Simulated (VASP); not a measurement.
# Li (P6/mmm) in VASP: a series of runs, part 2 of 2

VASP 6.6.1.

**3. Relaxation of cell and atoms, PBE**

This run uses another cell than the first one, of 21.61 Å³/atom.

The input, INCAR:

```
SYSTEM = Li
ALGO = Normal ; EDIFF = 1E-6
EDIFFG = -0.01 ; ENCUT = 600
GGA = PE ; IBRION = 2
ISIF = 3 ; ISMEAR = -1
LASPH = .True. ; LCHARG = .False.
LREAL = .False. ; LWAVE = .False.
NELM = 80 ; NSW = 80
PREC = Accurate ; SIGMA = 0.1
```

The input, KPOINTS:

```
k-points
0
Gamma
  7 7 10
  0 0 0
```

The input, POSCAR:

```
Li
1.0
    4.9612054717      0.0000000000      0.0000000000
   -2.4806027358      4.2965299719      0.0000000000
    0.0000000000      0.0000000000      3.0412189541
Li
3
Direct
    0.0000000000      0.0000000000      0.0000000000
    0.3333333333      0.6666666667      0.5000000000
    0.6666666667      0.3333333333      0.5000000000
```

Potentials or basis: VASP PAW PBE potentials, release 64 (Li_sv).

The run is started by

```bash
$ cat potpaw_PBE.64/Li_sv/POTCAR > POTCAR
$ mpirun -np 1 vasp_std > vasp.out
```

OUTCAR:

```text
SYSTEM = Li
   EDIFF = 1E-6
   EDIFFG = -0.01
   ENCUT = 600
   GGA = PE
   IBRION = 2
   ISIF = 3
   ISMEAR = -1
   LASPH = .True.
   LREAL = .False.
   NELM = 80
   NSW = 80
   PREC = Accurate

 ion  position               nearest neighbor table
   1  0.000  0.000  0.000-
   2  0.333  0.667  0.500-
   3  0.667  0.333  0.500-

  LATTYP: Found a hexagonal cell.
 ALAT       =     4.9612054717
 C/A-ratio  =     0.6130000000

  Lattice vectors:

 A1 = (   4.9612054717,   0.0000000000,   0.0000000000)
 A2 = (  -2.4806027358,   4.2965299719,   0.0000000000)
 A3 = (   0.0000000000,   0.0000000000,   3.0412189541)

Analysis of symmetry for initial positions (statically):
[... 409 lines left out ...]

 val. band max:        0.6576285835   @ k =   0.2857   0.2857   0.3000
 cond. band min:       0.7019477398   @ k =   0.2857   0.2857   0.4000
 fundamental gap:      0.0443191563
 Fermi energy:         0.6922796645

 k-point     1 :       0.0000    0.0000    0.0000
  band No.  band energies     occupation
      1     -45.8969      2.00000
      2     -45.8750      2.00000
      3     -45.7757      2.00000
      4      -2.9144      2.00000
      5       2.7819      0.00000
      6       2.7820      0.00000
      7       2.8391      0.00000
      8       2.8391      0.00000
[... 243 lines left out ...]
 k-point    24 :       0.2857    0.2857    0.2000
  band No.  band energies     occupation
      1     -45.8836      2.00000
      2     -45.8797      2.00000
      3     -45.7722      2.00000
      4      -0.8533      2.00000
      5      -0.0086      1.99819
      6       0.0450      1.99691
      7       6.2321      0.00000
      8       6.3464      0.00000

 [... further k-points ...]

------------------------ aborting loop because EDIFF is reached ----------------------------------------

  FORCE on cell =-STRESS in cart. coord.  units (eV):
  Direction    XX          YY          ZZ          XY          YZ          ZX
  --------------------------------------------------------------------------------------
  -------------------------------------------------------------------------------------
  Total        0.0151916      0.0151916     -0.0050555      0.0000000     -0.0000000      0.0000000
  in kB        0.4059712      0.4059712     -0.1351011      0.0000000     -0.0000000      0.0000000
  external PRESSURE =       0.2256138 kB  Pullay stress =       0.0000000 kB
[... 18 lines left out ...]
  FREE ENERGIE OF THE ION-ELECTRON SYSTEM (eV)
  ---------------------------------------------------
  free  energy   TOTEN  =        -5.7049866077 eV

  energy  without entropy=       -5.6583395911  energy(sigma->0) =       -5.68166310

 reached required accuracy - stopping structural energy minimisation
```

OSZICAR:

```text
N       E                     dE             d eps       ncg     rms          rms(c)
DAV:   1     0.983006644459E+01    0.98301E+01   -0.42154E+03   768   0.107E+03
DAV:   2    -0.185487246251E+01   -0.11685E+02   -0.11429E+02   968   0.104E+02
DAV:   3    -0.548000416301E+01   -0.36251E+01   -0.36092E+01  1400   0.514E+01
[... 49 lines left out ...]
DAV:   1    -0.570485546852E+01   -0.73932E-04   -0.33867E-02   824   0.273E+00    0.147E-01
DAV:   2    -0.570497933765E+01   -0.12387E-03   -0.96244E-04  1232   0.319E-01    0.103E-01
DAV:   3    -0.570498667072E+01   -0.73331E-05   -0.54111E-05  1208   0.734E-02    0.662E-03
DAV:   4    -0.570498696445E+01   -0.29374E-06   -0.10627E-05   976   0.322E-02    0.530E-03
DAV:   5    -0.570498660768E+01    0.35677E-06   -0.23122E-07   440   0.620E-03
   7 F= -.57049866E+01 E0= -.56816631E+01  d E =-.559441E-03
```

CONTCAR:

```text
Li
   1.00000000000000
     4.9065056979085595   -0.0000000000006495   -0.0000000000000000
    -2.4532528489053935    4.2491585782152246    0.0000000000000000
    -0.0000000000000000    0.0000000000000000    2.8756972248728832
  Li
     3
Direct
     0.0000000000000000    0.0000000000000000    0.0000000000000000
     0.3333333332999970    0.6666666667000030    0.5000000000000000
     0.6666666667000030    0.3333333332999970    0.5000000000000000

  0.00000000E+00  0.00000000E+00  0.00000000E+00
  0.00000000E+00  0.00000000E+00  0.00000000E+00
  0.00000000E+00  0.00000000E+00  0.00000000E+00
```

It took 87 s on 1 thread of Intel Xeon Platinum 8488C (Sapphire Rapids), shared host; peak memory 0.19 GiB.

Results:

- Free energy: -5.7050 eV
- Relaxed volume: 19.98 Å³/atom
- Relaxed cell: a = 4.907 Å, b = 4.907 Å, c = 2.876 Å, α = 90.00°, β = 90.00°, γ = 120.00°
- Space group after relaxing (to 0.1 Å): P6/mmm (No. 191)
- Energy gained by relaxing: 6.9 meV/atom
- Ionic steps: 7
- Pressure after relaxing: 0.0 GPa
- Band gap on the k mesh: zero (an odd number of electrons rules out a gap without spin polarisation)

Step by step:
```csv
step,energy change (eV),largest force (eV/Å),pressure (GPa),volume (Å³)
1,0.0000,0.0000,-0.85,64.83
2,-0.0071,0.0000,-0.68,63.75
3,-0.0195,0.0000,-0.11,60.61
4,-0.0203,0.0000,0.13,59.54
5,-0.0203,0.0000,0.10,59.67
6,-0.0206,0.0000,0.06,59.80
7,-0.0208,0.0000,0.02,59.95
```

Final structure:
```xyz
3
Lattice="4.9065 0.0000 0.0000 -2.4533 4.2492 0.0000 0.0000 0.0000 2.8757" Properties=species:S:1:pos:R:3 pbc="T T T"
Li    0.0000    0.0000    0.0000
Li    0.0000    2.8328    1.4378
Li    2.4533    1.4164    1.4378
```

Levels at points of the mesh, in eV from the Fermi level:
```
           k point  band 1  band 2  band 3  band 4  band 5  band 6  band 7  band 8
(0.00, 0.00, 0.00)  -46.59  -46.57  -46.47   -3.61    2.09    2.09    2.15    2.15
(0.00, 0.00, 0.50)  -46.58  -46.56  -46.46   -0.56    0.11    5.44    5.49    5.49
```

Caveat: the cutoff is under 1.25 times the usual one of these potentials, so pressure, stress and relaxed cells hold a basis-set (Pulay) error.

The gap in the log of VASP goes by the Fermi energy; the results here count the filled bands.